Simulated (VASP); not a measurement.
# WSe2 (P1) in VASP: single point with PBEsol

Aim: the single point of WSe2 with PBEsol.

All numbers are computed with VASP 6.6.1; they aren't measurements. Logs are shortened: lines on timing, memory, paths and dates and some standing lists are left out, and cuts for length are marked.

## (1) The cell of the first run

The typed cell holds 6 atoms: a = 3.209 Å, b = 3.133 Å, c = 13.073 Å, α = 88.19°, β = 88.88°, γ = 116.38°.

## (2) Single point, PBEsol (atoms moved at random and the cell strained at random)

The input, INCAR:

```
PREC = Accurate ; ENCUT = 520
EDIFF = 1E-6 ; ISMEAR = 0
SIGMA = 0.05 ; LREAL = False
LASPH = True ; NELM = 100
ALGO = Normal ; ISIF = 2
LWAVE = False ; LCHARG = False
GGA = PS ; NBANDS = 35
```

The input, KPOINTS:

```
regular mesh
0
Gamma
  12 12 2
```

The input, POSCAR:

```
WSe2
1.0
    3.2069502122      0.1218101176      0.0301554196
   -1.4979844498      2.7513804598      0.0495869319
    0.1218760288      0.3017791025     13.0691583129
W Se
2 4
Direct
    0.3421740910      0.6633225568      0.2521091284
    0.5746507162      0.3132220876      0.7264472552
    0.3918357215      0.7438897458      0.6155896349
    0.6820850503      0.2943872671      0.1276915150
    0.3050745279      0.6603301509      0.8864311996
    0.7041798932      0.3248481918      0.3917312670
```

Potentials or basis: VASP PAW PBE potentials, release 64 (W_sv, Se).

Started as:

```
$ cat potpaw_PBE.64/W_sv/POTCAR potpaw_PBE.64/Se/POTCAR > POTCAR
$ mpirun -np 1 vasp_std > vasp.out
```

OUTCAR:

```text
PREC = Accurate
   ENCUT = 520
   EDIFF = 1E-6
   ISMEAR = 0
   LREAL = False
   LASPH = True
   NELM = 100
   ISIF = 2
   GGA = PS

 ion  position               nearest neighbor table
   1  0.342  0.663  0.252-   4 2.36   4 2.52   6 2.54   4 2.56   6 2.62   6 2.68
   2  0.575  0.313  0.726-   3 2.21   3 2.21   5 2.69   3 2.72   5 2.72   5 3.02
   3  0.392  0.744  0.616-   2 2.21   2 2.21   2 2.72
   4  0.682  0.294  0.128-   1 2.36   1 2.52   1 2.56
   5  0.305  0.660  0.886-   2 2.69   2 2.72   2 3.02
   6  0.704  0.325  0.392-   1 2.54   1 2.62   1 2.68

  LATTYP: Found a triclinic cell.
 ALAT       =     3.2094044179
 B/A-ratio  =     1.6794199031
 C/A-ratio  =     4.2531655504
 COS(alpha) =     0.0001315948
 COS(beta)  =     0.1519027053
 COS(gamma) =     0.8536928488

  Lattice vectors:

 A1 = (  -3.2069502122,  -0.1218101176,  -0.0301554196)
 A2 = (  -4.7049346620,   2.6295703422,   0.0194315123)
 A3 = (  -1.8308417912,  -3.1749696799, -13.1489006644)

Analysis of symmetry for initial positions (statically):
=====================================================================
 Subroutine PRICEL returns:
 Original cell was already a primitive cell.

 Routine SETGRP: Setting up the symmetry group for a
 triclinic supercell.

 Subroutine GETGRP returns: Found  1 space group operations
 (whereof  1 operations were pure point group operations)
 out of a pool of  2 trial point group operations.

The static configuration has the point symmetry C_1 .

Analysis of symmetry for dynamics (positions and initial velocities):
=====================================================================
 Subroutine PRICEL returns:
 Original cell was already a primitive cell.

 Routine SETGRP: Setting up the symmetry group for a
 triclinic supercell.

 Subroutine GETGRP returns: Found  1 space group operations
 (whereof  1 operations were pure point group operations)
 out of a pool of  2 trial point group operations.

The dynamic configuration has the point symmetry C_1 .

 Subroutine INISYM returns: Found  1 space group operations
 (whereof  1 operations are pure point group operations),
 and found     1 'primitive' translations

----------------------------------------------------------------------------------------

                                     Primitive cell

  volume of cell :     117.6300

  direct lattice vectors                    reciprocal lattice vectors
     3.206950212  0.121810118  0.030155420     0.305562115  0.166483417 -0.006693768
[... 98 lines left out ...]
   IBRION =     -1    ionic relax: 0-MD 1-quasi-New 2-CG
   NFREE  =      0    steps in history (QN), initial steepest desc. (CG)
   ISIF   =      2    stress and relaxation
   ISYM   =      2    0-nonsym 1-usesym 2-fastsym
   POTIM  = 0.5000    time-step for ionic-motion
   TEBEG  =    0.0;   TEEND  =   0.0 temperature during run
   PSTRESS=    0.0 pullay stress
   NELECT =      52.0000    total number of electrons
   NUPDOWN=      -1.0000    fix difference up-down
   EMIN   =  10.00;   EMAX   =-10.00  energy-range for DOS
   EFERMI =   0.00;   METHOD = LEGACY
   ISMEAR =     0;   SIGMA  =   0.05  broadening in eV -4-tet -1-fermi 0-gaus
   EFERMI_NEDOS =   21; number of points for ismear=-14 and -15
   IALGO  =     38    algorithm
   IMIX   =      4    mixing-type and parameters
     AMIX     =   0.40;   BMIX     =  1.00
     AMIX_MAG =   1.60;   BMIX_MAG =  1.00
  volume/ion in A,a.u.               =      19.60       132.30
  Fermi-wavevector in a.u.,A,eV,Ry     =   1.247106  2.356688 21.160771  1.555273
  Thomas-Fermi vector in A             =   2.381253
   LORBIT       =      0    0 simple, 1 ext, 2 COOP (PROOUT), +10 PAW based schemes
   GGA     = PS    functional components
   LHFCALC =     F    Hartree Fock is set to
   AEXX    =    0.0000 exact exchange contribution
   IVDW    =     0    specifies the selected vdW correction
   LEPSILON=     F    determine dielectric tensor
   LRPA    =     F    only Hartree local field effects (RPA)
 non-spin polarized calculation
 Gauss-broadening in eV      SIGMA  =   0.05
  energy-cutoff  :      520.00
  volume of cell :      117.63
 maximum number of plane-waves:      3196
   NGX = 11   NGY = 11   NGZ = 49

 number of electron      52.0000005 magnetization

 Free energy of the ion-electron system (eV)
  ---------------------------------------------------
  ext. energy  EPLUGINS =         0.00000000
  ---------------------------------------------------
  free energy    TOTEN  =       -43.35503224 eV

  energy without entropy =      -43.35367468  energy(sigma->0) =      -43.35435346

 E-fermi :   6.8724     XC(G=0): -11.1153

 val. band max:        6.8575177482   @ k =   0.0000   0.0833   0.0000
 cond. band min:       6.8850796952   @ k =  -0.0833   0.0833   0.5000
 fundamental gap:      0.0275619470
 Fermi energy:         6.8723700179

 k-point     1 :       0.0000    0.0000    0.0000
  band No.  band energies     occupation
      1     -67.6761      2.00000
      2     -67.6685      2.00000
      3     -32.0989      2.00000
      4     -31.9837      2.00000
      5     -31.8755      2.00000
      6     -31.8386      2.00000
[... 901 lines left out ...]
     34      11.1050      0.00000
     35      11.4567      0.00000

 [... further k-points ...]

------------------------ aborting loop because EDIFF is reached ----------------------------------------

  FORCE on cell =-STRESS in cart. coord.  units (eV):
  Direction    XX          YY          ZZ          XY          YZ          ZX
  --------------------------------------------------------------------------------------
  -------------------------------------------------------------------------------------
  Total        3.5283125      9.3936558      4.6204772     -7.8586857     -2.2343211      2.1591831
  in kB       48.0573301    127.9461546     62.9331440   -107.0391163    -30.4325386     29.4091222
  external PRESSURE =      79.6455429 kB  Pullay stress =       0.0000000 kB

 VOLUME and BASIS-vectors are now :
 -----------------------------------------------------------------------------
  energy-cutoff  :      520.00
  volume of cell :      117.63
      direct lattice vectors                 reciprocal lattice vectors
     3.206950212  0.121810118  0.030155420     0.305562115  0.166483417 -0.006693768
    -1.497984450  2.751380460  0.049586932    -0.013456226  0.356273700 -0.008101208
     0.121876029  0.301779103 13.069158313    -0.000653990 -0.001735911  0.076562204

 POSITION                                       TOTAL-FORCE (eV/Angst)
 -----------------------------------------------------------------------------------
      0.13441      1.94281      3.33806         0.915411     -1.507524      2.818362
      1.46221      1.15102      9.52691         4.462781      2.269621      9.904311
      0.21729      2.28023      8.09394        -3.745874     -2.006845     -7.012517
      1.76199      0.93159      1.70399        -0.137627      1.911735     -1.316836
      0.09723      2.12149     11.62685        -0.678390     -0.336454     -2.725926
      1.81939      1.09777      5.15694        -0.816302     -0.330533     -1.667394
 -----------------------------------------------------------------------------------
    total drift:                               -0.000101      0.000035     -0.000621

  FREE ENERGIE OF THE ION-ELECTRON SYSTEM (eV)
  ---------------------------------------------------
  free  energy   TOTEN  =       -43.3550322425 eV

  energy  without entropy=      -43.3536746829  energy(sigma->0) =      -43.35435346
```

OSZICAR:

```text
N       E                     dE             d eps       ncg     rms          rms(c)
DAV:   1     0.504257297487E+03    0.50426E+03   -0.27929E+04 11392   0.146E+03
DAV:   2    -0.128452037660E+02   -0.51710E+03   -0.49989E+03 11897   0.397E+02
DAV:   3    -0.444714787776E+02   -0.31626E+02   -0.30906E+02 12727   0.921E+01
DAV:   4    -0.451849661060E+02   -0.71349E+00   -0.70863E+00 12313   0.140E+01
DAV:   5    -0.451937659389E+02   -0.87998E-02   -0.87881E-02 12463   0.169E+00    0.331E+01
DAV:   6    -0.438587826398E+02    0.13350E+01   -0.63010E+00 11685   0.149E+01    0.125E+01
DAV:   7    -0.439461177020E+02   -0.87335E-01   -0.69224E+00 11114   0.104E+01    0.686E+00
DAV:   8    -0.433671328937E+02    0.57898E+00   -0.19332E+00 11327   0.691E+00    0.219E+00
DAV:   9    -0.433572672839E+02    0.98656E-02   -0.19432E-01 11872   0.219E+00    0.580E-01
DAV:  10    -0.433555145087E+02    0.17528E-02   -0.21009E-02 12240   0.759E-01    0.425E-01
DAV:  11    -0.433550138429E+02    0.50067E-03   -0.34750E-03 11603   0.329E-01    0.770E-02
DAV:  12    -0.433550272889E+02   -0.13446E-04   -0.27506E-04 12111   0.841E-02    0.328E-02
DAV:  13    -0.433550287777E+02   -0.14888E-05   -0.40002E-05 11689   0.312E-02    0.206E-02
DAV:  14    -0.433550318686E+02   -0.30908E-05   -0.86081E-06 11056   0.163E-02    0.604E-03
DAV:  15    -0.433550322425E+02   -0.37392E-06   -0.96352E-07  6381   0.619E-03
   1 F= -.43355032E+02 E0= -.43354353E+02  d E =-.135756E-02
```

Wall time 14 min (1 thread of Intel Xeon 8259CL, shared host); peak memory 0.58 GiB.

What came out:

| Item | Value |
| --- | --- |
| Free energy | -43.3550 eV |
| Pressure | 8.0 GPa |
| Largest force | 11.098 eV/Å |
| Band gap on the k mesh | zero (bands 26 and 27 overlap by 0.37 eV) |

Forces in eV/Å, atoms in the order of the input:
```
W    0.915 -1.508  2.818
W    4.463  2.270  9.904
Se  -3.746 -2.007 -7.013
Se  -0.138  1.912 -1.317
Se  -0.678 -0.336 -2.726
Se  -0.816 -0.331 -1.667
```

Stress tensor (GPa, compression positive):
```
  4.81 -10.70   2.94
-10.70  12.79  -3.04
  2.94  -3.04   6.29
```

Caveat: the cell differs from its parent crystal (atoms moved at random and the cell strained at random); the stress differs along the axes, from 5 to 13 GPa; the PAW data sets were made with another functional, which shifts forces and pressure a little; spin-orbit coupling is left out, which moves the levels of the heavy elements.

The gap in the log of VASP goes by the Fermi energy; the results here count the filled bands.